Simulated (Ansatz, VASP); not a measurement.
Two plane-wave programs on TiFeC6N6

```
Ti Fe C N
1.0
     0.00000    5.08293    5.08293
     5.08293    0.00000    5.08293
     5.08293    5.08293    0.00000
Ti Fe C N
1 1 6 6
Direct
  0.50000 0.50000 0.50000
  0.00000 0.00000 0.00000
  0.81589 0.18411 0.18411
  0.18411 0.81589 0.18411
  0.18411 0.18411 0.81589
  0.18411 0.81589 0.81589
  0.81589 0.18411 0.81589
  0.81589 0.81589 0.18411
  0.70026 0.29974 0.29974
  0.29974 0.70026 0.29974
  0.29974 0.29974 0.70026
  0.29974 0.70026 0.70026
  0.70026 0.29974 0.70026
  0.70026 0.70026 0.29974
```

Alike in both runs: functional PBE; k mesh 6 × 6 × 6; occupations gaussian, width 0.02 eV; no spin polarisation.

Ansatz relaxed the structure, and its values are those at the end. VASP's run is a single point on that final structure, the one shown.

|  | VASP | Ansatz |
| --- | --- | --- |
| version | VASP 6.6.1 | Ansatz 0.2.0 |
| potentials or method | VASP PAW PBE potentials, release 64 (Ti_sv, Fe, C, N), cutoff 520 eV | scalar-relativistic, plane waves, PAW |
| valence electrons in the cell | 74 | 82 |

|  | VASP | Ansatz | Ansatz less VASP |
| --- | --- | --- | --- |
| gap on the k mesh at the Fermi level (eV) | 1.35 | 1.35 | 0.000 |
| least direct gap on the mesh (eV) | 1.50 | 1.50 | +0.003 |
| pressure (GPa) | 0.4 | 0.0 | -0.45 |
| rms of the force components (eV/Å) | 0.178 | 0.000 | -0.1775 |

One of these differences is far larger than is usual between the two programs; its cause wasn't traced. VASP's potentials hold 74 valence electrons a cell and Ansatz's 82, so a difference there can come from the potentials and not from the codes. Ansatz's warnings: xc potential rough in thin density.

Noted on VASP's run: the standard files for N, O and F lose accuracy on very short bonds.
